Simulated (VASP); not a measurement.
# KCl (P6_3/mmc) in VASP: settings compared

KCl is run at these levels: r2SCAN, PBE; tasks: single point.

All numbers are computed with VASP 6.6.1; they aren't measurements. Logs are shortened: lines on timing, memory, paths and dates and some standing lists are left out, and cuts for length are marked.

### 1 The cell of the first run

Symmetry: P6_3/mmc, No. 194, hexagonal system. The conventional cell has a = 4.296 Å, b = 4.296 Å, c = 7.559 Å, α = 90.00°, β = 90.00°, γ = 120.00°. K (site symmetry -3m) has 6 Cl at 3.12 Å and 2 K at 3.78 Å within 4.1 Å. Cl (site symmetry -6m2) has 6 K at 3.12 Å within 4.1 Å.

### 2 Single point, r2SCAN (30.21 Å³/atom)

The input, POSCAR:

```
KCl
1.0
    4.2962356272      0.0000000000      0.0000000000
   -2.1481178136      3.7206491938      0.0000000000
    0.0000000000      0.0000000000      7.5588357922
K Cl
2 2
Direct
    0.0000000000      0.0000000000      0.0000000000
    0.0000000000      0.0000000000      0.5000000000
    0.3333333333      0.6666666667      0.2500000000
    0.6666666667      0.3333333333      0.7500000000
```

The input, INCAR.step1:

```
SYSTEM = KCl
ALGO = Normal ; EDIFF = 1E-4
ENCUT = 520 ; GGA = PE
ISMEAR = 0 ; LASPH = .True.
LCHARG = .False. ; LREAL = .False.
LWAVE = .True. ; NBANDS = 24
NELM = 80 ; PREC = Accurate
SIGMA = 0.01
```

The input, INCAR.step2:

```
SYSTEM = KCl
ALGO = Normal ; EDIFF = 1E-6
ENCUT = 520 ; ISIF = 2
ISMEAR = 0 ; ISTART = 1
LASPH = .True. ; LCHARG = .True.
LELF = .True. ; LMIXTAU = .True.
LREAL = .False. ; LVHAR = .True.
LWAVE = .False. ; METAGGA = R2SCAN
NBANDS = 24 ; NELM = 80
PREC = Accurate ; SIGMA = 0.01
```

The input, KPOINTS:

```
k-points
0
Gamma
  6 6 4
  0 0 0
```

Potentials or basis: VASP PAW PBE potentials, release 64 (K_sv, Cl).

Run with:

```bash
> cat potpaw_PBE.64/K_sv/POTCAR potpaw_PBE.64/Cl/POTCAR > POTCAR
> cp INCAR.step1 INCAR
> mpirun -np 1 vasp_std > vasp.out
> cp INCAR.step2 INCAR
> mpirun -np 1 vasp_std > vasp.out
```

OUTCAR:

```text
SYSTEM = KCl
   EDIFF = 1E-6
   ENCUT = 520
   ISIF = 2
   ISMEAR = 0
   ISTART = 1
   LASPH = .True.
   LREAL = .False.
   METAGGA = R2SCAN
   NELM = 80
   PREC = Accurate

 ion  position               nearest neighbor table
   1  0.000  0.000  0.000-   3 3.12   4 3.12   4 3.12   3 3.12   4 3.12   3 3.12   2 3.78   2 3.78

   2  0.000  0.000  0.500-   3 3.12   4 3.12   4 3.12   3 3.12   4 3.12   3 3.12   1 3.78   1 3.78

   3  0.333  0.667  0.250-   1 3.12   2 3.12   1 3.12   2 3.12   1 3.12   2 3.12
   4  0.667  0.333  0.750-   1 3.12   2 3.12   1 3.12   2 3.12   1 3.12   2 3.12

  LATTYP: Found a hexagonal cell.
 ALAT       =     4.2962356272
 C/A-ratio  =     1.7594090381

  Lattice vectors:

 A1 = (   4.2962356272,   0.0000000000,   0.0000000000)
 A2 = (  -2.1481178136,   3.7206491938,   0.0000000000)
 A3 = (   0.0000000000,   0.0000000000,   7.5588357922)

Analysis of symmetry for initial positions (statically):
=====================================================================
 Subroutine PRICEL returns:
 Original cell was already a primitive cell.

 Routine SETGRP: Setting up the symmetry group for a
 hexagonal supercell.

 Subroutine GETGRP returns: Found 24 space group operations
 (whereof 12 operations were pure point group operations)
 out of a pool of 24 trial point group operations.

The static configuration has the point symmetry D_3d.
 The point group associated with its full space group is D_6h.

Analysis of symmetry for dynamics (positions and initial velocities):
=====================================================================
 Subroutine PRICEL returns:
 Original cell was already a primitive cell.

 Routine SETGRP: Setting up the symmetry group for a
 hexagonal supercell.

 Subroutine GETGRP returns: Found 24 space group operations
 (whereof 12 operations were pure point group operations)
 out of a pool of 24 trial point group operations.

The dynamic configuration has the point symmetry D_3d.
 The point group associated with its full space group is D_6h.

 Subroutine INISYM returns: Found 24 space group operations
 (whereof 12 operations are pure point group operations),
 and found     1 'primitive' translations

----------------------------------------------------------------------------------------

                                     Primitive cell

  volume of cell :     120.8264

  direct lattice vectors                    reciprocal lattice vectors
     4.296235627  0.000000000  0.000000000     0.232761908  0.134385150  0.000000000
    -2.148117814  3.720649194  0.000000000     0.000000000  0.268770300  0.000000000
     0.000000000  0.000000000  7.558835792     0.000000000  0.000000000  0.132295505

  length of vectors
     4.296235627  4.296235627  7.558835792     0.268770300  0.268770300  0.132295505

  position of ions in fractional coordinates (direct lattice)
     0.000000000  0.000000000  0.000000000
     0.000000000  0.000000000  0.500000000
     0.333333333  0.666666667  0.250000000
     0.666666667  0.333333333  0.750000000

  ion indices of the primitive-cell ions
   primitive index   ion index
                 1           1
                 2           2
                 3           3
                 4           4

----------------------------------------------------------------------------------------

 KPOINTS: k-points

Automatic generation of k-mesh.
 Grid dimensions read from file:
 generate k-points for:    6    6    4

 Generating k-lattice:

  Cartesian coordinates                     Fractional coordinates (reciprocal lattice)
     0.038793651  0.022397525  0.000000000     0.166666667  0.000000000  0.000000000
     0.000000000  0.044795050  0.000000000     0.000000000  0.166666667  0.000000000
     0.000000000  0.000000000  0.033073876     0.000000000  0.000000000  0.250000000

  Length of vectors
     0.044795050  0.044795050  0.033073876

  Shift w.r.t. Gamma in fractional coordinates (k-lattice)
     0.000000000  0.000000000  0.000000000

 Subroutine IBZKPT returns following result:
 ===========================================

 Found     21 irreducible k-points:

 Following reciprocal coordinates:
            Coordinates               Weight
  0.000000  0.000000  0.000000      1.000000
  0.166667  0.000000  0.000000      6.000000
  0.333333  0.000000  0.000000      6.000000
  0.500000  0.000000  0.000000      3.000000
  0.166667  0.166667  0.000000      6.000000
  0.333333  0.166667  0.000000     12.000000
[... 13 lines left out ...]
  0.333333  0.166667  0.500000     12.000000
  0.333333  0.333333  0.500000      2.000000
   k-points           NKPTS =     21   k-points in BZ     NKDIM =     21   number of bands    NBANDS=     24
   number of dos      NEDOS =    301   number of ions     NIONS =      4
   total plane-waves  NPLWV =  57344
   dimension x,y,z NGX =    32 NGY =   32 NGZ =   56
   dimension x,y,z NGXF=    64 NGYF=   64 NGZF=  112
   ions per type =               2   2
   NGX,Y,Z   is equivalent  to a cutoff of  12.38, 12.38, 12.32 a.u.
   NGXF,Y,Z  is equivalent  to a cutoff of  24.77, 24.77, 24.63 a.u.
 SYSTEM =  KCl
   PREC   = accura    normal or accurate (medium, high low for compatibility)
   ISTART =      1    job   : 0-new  1-cont  2-samecut
   ICHARG =      0    charge: 1-file 2-atom 10-const
   ISPIN  =      1    spin polarized calculation?
   LNONCOLLINEAR =      F non collinear calculations
   LSORBIT =      F    spin-orbit coupling
   LASPH  =      T    aspherical Exc in radial PAW
   ENCUT  =  520.0 eV  38.22 Ry    6.18 a.u.   7.99  7.99 14.05*2*pi/ulx,y,z
   NELM   =     80;   NELMIN=  2; NELMDL=  0     # of ELM steps
   EDIFF  = 0.1E-05   stopping-criterion for ELM
   LREAL  =      F    real-space projection
   EDIFFG = 0.1E-04   stopping-criterion for IOM
   NSW    =      0    number of steps for IOM
   IBRION =     -1    ionic relax: 0-MD 1-quasi-New 2-CG
   NFREE  =      0    steps in history (QN), initial steepest desc. (CG)
   ISIF   =      2    stress and relaxation
   ISYM   =      2    0-nonsym 1-usesym 2-fastsym
   POTIM  = 0.5000    time-step for ionic-motion
   TEBEG  =    0.0;   TEEND  =   0.0 temperature during run
   PSTRESS=    0.0 pullay stress
   NELECT =      32.0000    total number of electrons
   NUPDOWN=      -1.0000    fix difference up-down
   EMIN   =  10.00;   EMAX   =-10.00  energy-range for DOS
   EFERMI =   0.00;   METHOD = LEGACY
   ISMEAR =     0;   SIGMA  =   0.01  broadening in eV -4-tet -1-fermi 0-gaus
   EFERMI_NEDOS =   21; number of points for ismear=-14 and -15
   IALGO  =     38    algorithm
   IMIX   =      4    mixing-type and parameters
     AMIX     =   0.40;   BMIX     =  1.00
     AMIX_MAG =   1.60;   BMIX_MAG =  1.00
  volume/ion in A,a.u.               =      30.21       203.84
  Fermi-wavevector in a.u.,A,eV,Ry     =   1.051326  1.986719 15.038346  1.105287
  Thomas-Fermi vector in A             =   2.186365
   LORBIT       =      0    0 simple, 1 ext, 2 COOP (PROOUT), +10 PAW based schemes
   METAGGA = R2SCAN    functional components
   LHFCALC =     F    Hartree Fock is set to
   AEXX    =    0.0000 exact exchange contribution
   IVDW    =     0    specifies the selected vdW correction
   LEPSILON=     F    determine dielectric tensor
   LRPA    =     F    only Hartree local field effects (RPA)
 non-spin polarized calculation
 Gauss-broadening in eV      SIGMA  =   0.01
  energy-cutoff  :      520.00
  volume of cell :      120.83
 maximum number of plane-waves:      3282
 NGX is ok and might be reduce to    32
   NGX = 15   NGY = 15   NGZ = 29

 number of electron      32.0000005 magnetization

 Free energy of the ion-electron system (eV)
  ---------------------------------------------------
  ext. energy  EPLUGINS =         0.00000000
  ---------------------------------------------------
  free energy    TOTEN  =       -32.88859436 eV

  energy without entropy =      -32.88859436  energy(sigma->0) =      -32.88859436

 E-fermi :  -1.9427     XC(G=0):  -8.0871

 val. band max:       -2.0625764663   @ k =   0.0000   0.0000   0.0000
 cond. band min:       3.8130141204   @ k =   0.0000   0.0000   0.0000
 fundamental gap:      5.8755905866
 Fermi energy:        -1.9426975584

 k-point     1 :       0.0000    0.0000    0.0000
  band No.  band energies     occupation
      1     -30.4423      2.00000
      2     -30.4186      2.00000
      3     -15.0710      2.00000
      4     -14.8272      2.00000
      5     -13.1346      2.00000
      6     -13.1346      2.00000
[... 16 lines left out ...]
     23       7.5134      0.00000
     24       7.5134      0.00000

 k-point     2 :       0.1667    0.0000    0.0000
  band No.  band energies     occupation
      1     -30.4395      2.00000
      2     -30.4163      2.00000
      3     -15.0040      2.00000
      4     -14.8643      2.00000
      5     -13.1449      2.00000
      6     -13.1333      2.00000
[... 16 lines left out ...]
     23       7.8412      0.00000
     24       7.9333      0.00000

 k-point     3 :       0.3333    0.0000    0.0000
  band No.  band energies     occupation
      1     -30.4339      2.00000
      2     -30.4118      2.00000
      3     -14.9673      2.00000
      4     -14.8109      2.00000
      5     -13.2245      2.00000
      6     -13.2090      2.00000
[... 16 lines left out ...]
     23       8.7271      0.00000
     24       8.7422      0.00000

 k-point     4 :       0.5000    0.0000    0.0000
  band No.  band energies     occupation
      1     -30.4312      2.00000
      2     -30.4095      2.00000
      3     -14.9984      2.00000
      4     -14.7141      2.00000
      5     -13.3391      2.00000
      6     -13.2460      2.00000
[... 16 lines left out ...]
     23       9.2363      0.00000
     24       9.4964      0.00000

 k-point     5 :       0.1667    0.1667    0.0000
  band No.  band energies     occupation
      1     -30.4353      2.00000
      2     -30.4129      2.00000
      3     -14.9085      2.00000
      4     -14.8998      2.00000
      5     -13.2096      2.00000
      6     -13.1827      2.00000
[... 16 lines left out ...]
     23       8.5113      0.00000
     24       8.5365      0.00000

 k-point     6 :       0.3333    0.1667    0.0000
  band No.  band energies     occupation
      1     -30.4312      2.00000
      2     -30.4095      2.00000
      3     -14.9469      2.00000
      4     -14.7817      2.00000
      5     -13.3183      2.00000
      6     -13.2258      2.00000
[... 16 lines left out ...]
     23       9.0012      0.00000
     24       9.1830      0.00000
[... 298 lines left out ...]
 k-point    18 :       0.5000    0.0000    0.5000
  band No.  band energies     occupation
      1     -30.4203      2.00000
      2     -30.4203      2.00000
      3     -14.8689      2.00000
      4     -14.8689      2.00000
      5     -13.2072      2.00000
      6     -13.2072      2.00000
[... 16 lines left out ...]
     23       9.2939      0.00000
     24       9.2939      0.00000

 k-point    19 :       0.1667    0.1667    0.5000
  band No.  band energies     occupation
      1     -30.4242      2.00000
      2     -30.4242      2.00000
      3     -14.8986      2.00000
      4     -14.8986      2.00000
      5     -13.2036      2.00000
      6     -13.2036      2.00000
[... 16 lines left out ...]
     23       8.9034      0.00000
     24       8.9034      0.00000

 k-point    20 :       0.3333    0.1667    0.5000
  band No.  band energies     occupation
      1     -30.4203      2.00000
      2     -30.4203      2.00000
      3     -14.8665      2.00000
      4     -14.8665      2.00000
      5     -13.2099      2.00000
      6     -13.2099      2.00000
[... 16 lines left out ...]
     23       9.1038      0.00000
     24       9.1038      0.00000

 k-point    21 :       0.3333    0.3333    0.5000
  band No.  band energies     occupation
      1     -30.4191      2.00000
      2     -30.4191      2.00000
      3     -14.8537      2.00000
      4     -14.8537      2.00000
      5     -13.2287      2.00000
      6     -13.2287      2.00000
[... 16 lines left out ...]
     23       8.8348      0.00000
     24       8.8348      0.00000

------------------------ aborting loop because EDIFF is reached ----------------------------------------

  FORCE on cell =-STRESS in cart. coord.  units (eV):
  Direction    XX          YY          ZZ          XY          YZ          ZX
  --------------------------------------------------------------------------------------
  -------------------------------------------------------------------------------------
  Total        0.4670026      0.4670026      0.5111880     -0.0000000     -0.0000000      0.0000000
  in kB        6.1925308      6.1925308      6.7784365     -0.0000000     -0.0000000      0.0000000
  external PRESSURE =       6.3878327 kB  Pullay stress =       0.0000000 kB

 VOLUME and BASIS-vectors are now :
 -----------------------------------------------------------------------------
  energy-cutoff  :      520.00
  volume of cell :      120.83
      direct lattice vectors                 reciprocal lattice vectors
     4.296235627  0.000000000  0.000000000     0.232761908  0.134385150  0.000000000
    -2.148117814  3.720649194  0.000000000     0.000000000  0.268770300  0.000000000
     0.000000000  0.000000000  7.558835792     0.000000000  0.000000000  0.132295505

 POSITION                                       TOTAL-FORCE (eV/Angst)
 -----------------------------------------------------------------------------------
      0.00000      0.00000      0.00000         0.000000      0.000000     -0.000000
      0.00000      0.00000      3.77942         0.000000      0.000000     -0.000000
     -0.00000      2.48043      1.88971        -0.000000     -0.000000     -0.000000
      2.14812      1.24022      5.66913         0.000000      0.000000      0.000000
 -----------------------------------------------------------------------------------
    total drift:                                0.000000     -0.000000      0.000000

  FREE ENERGIE OF THE ION-ELECTRON SYSTEM (eV)
  ---------------------------------------------------
  free  energy   TOTEN  =       -32.8885943613 eV

  energy  without entropy=      -32.8885943613  energy(sigma->0) =      -32.88859436
```

Wall time 1.8 min (1 thread of Intel Xeon 6975P-C (Granite Rapids), shared host); peak memory 0.26 GiB.

What came out:

| Item | Value |
| --- | --- |
| Free energy | -32.8886 eV |
| Pressure | 0.6 GPa |
| Band gap on the k mesh | 5.88 eV |

Levels at points of the mesh, in eV from the valence-band top:
| k point | band 13 | band 14 | band 15 | band 16 | band 17 | band 18 | band 19 | band 20 |
| --- | --- | --- | --- | --- | --- | --- | --- | --- |
| (0.00, 0.00, 0.00) | -0.28 | -0.16 | 0.00 | 0.00 | 5.88 | 7.94 | 8.23 | 9.35 |
| (0.50, 0.00, 0.00) | -0.57 | -0.46 | -0.37 | -0.22 | 7.30 | 8.48 | 8.48 | 9.36 |
| (0.00, 0.00, 0.50) | -0.15 | -0.15 | -0.15 | -0.15 | 7.11 | 7.11 | 8.62 | 8.62 |
| (0.50, 0.00, 0.50) | -0.44 | -0.44 | -0.29 | -0.29 | 7.96 | 7.96 | 8.66 | 8.66 |

Caveat: the PAW data sets were made with another functional, which shifts forces and pressure a little. A k mesh can miss the band edges.

### 3 Single point, r2SCAN

This run uses another cell than the first one, of 31.14 Å³/atom.

The input, POSCAR:

```
KCl
1.0
    4.3400777943      0.0000000000      0.0000000000
   -2.1700388972      3.7586176243      0.0000000000
    0.0000000000      0.0000000000      7.6359720973
K Cl
2 2
Direct
    0.0000000000      0.0000000000      0.0000000000
    0.0000000000      0.0000000000      0.5000000000
    0.3333333333      0.6666666667      0.2500000000
    0.6666666667      0.3333333333      0.7500000000
```

The input, INCAR.step1:

```
PREC     = Accurate       # precision mode
ENCUT    = 520            # plane-wave cutoff, eV
ISMEAR   = 0              # smearing method
SIGMA    = 0.01           # smearing width, eV
LREAL    = F              # projectors in reciprocal space
LASPH    = T              # aspherical terms in the spheres
NELM     = 100            # most SCF steps
NBANDS   = 24             # bands
GGA      = PE             # functional
ALGO     = Normal         # electronic algorithm
EDIFF    = 1E-4           # SCF threshold, eV
LWAVE    = T              # write WAVECAR
LCHARG   = F              # write CHGCAR
```

The input, INCAR.step2:

```
PREC     = Accurate       # precision mode
ENCUT    = 520            # plane-wave cutoff, eV
EDIFF    = 1E-6           # SCF threshold, eV
ISMEAR   = 0              # smearing method
SIGMA    = 0.01           # smearing width, eV
LREAL    = F              # projectors in reciprocal space
LASPH    = T              # aspherical terms in the spheres
NELM     = 100            # most SCF steps
ALGO     = Normal         # electronic algorithm
ISIF     = 2              # what is computed and relaxed
LWAVE    = F              # write WAVECAR
LCHARG   = F              # write CHGCAR
METAGGA  = R2SCAN         # meta-GGA
LMIXTAU  = T            
NBANDS   = 24             # bands
ISTART   = 1
```

The input, KPOINTS:

```
regular mesh
0
Gamma
  6 6 4
```

Potentials or basis: VASP PAW PBE potentials, release 64 (K_sv, Cl).

Run with:

```bash
> cat potpaw_PBE.64/K_sv/POTCAR potpaw_PBE.64/Cl/POTCAR > POTCAR
> cp INCAR.step1 INCAR
> mpirun -np 1 vasp_std > vasp.out
> cp INCAR.step2 INCAR
> mpirun -np 1 vasp_std > vasp.out
```

It took 2.2 min on 1 thread of Intel Xeon 6975P-C (Granite Rapids), shared host; peak memory 0.27 GiB.

Results (log left out):

| Quantity | Value |
| --- | --- |
| Free energy | -32.8974 eV |
| Pressure | 0.0 GPa |
| Band gap on the k mesh | 5.77 eV |

Levels at points of the mesh, in eV from the valence-band top:
```csv
k point,band 13,band 14,band 15,band 16,band 17,band 18,band 19,band 20
"(0.00, 0.00, 0.00)",-0.26,-0.15,0.00,0.00,5.77,7.95,8.15,9.28
"(0.50, 0.00, 0.00)",-0.54,-0.45,-0.34,-0.22,7.32,8.37,8.43,9.20
"(0.00, 0.00, 0.50)",-0.14,-0.14,-0.14,-0.14,6.97,6.97,8.58,8.58
"(0.50, 0.00, 0.50)",-0.42,-0.42,-0.28,-0.28,7.95,7.95,8.55,8.55
```

Caveat: the PAW data sets were made with another functional, which shifts forces and pressure a little. A k mesh can miss the band edges.

(Part 1 of 2 ends here.)
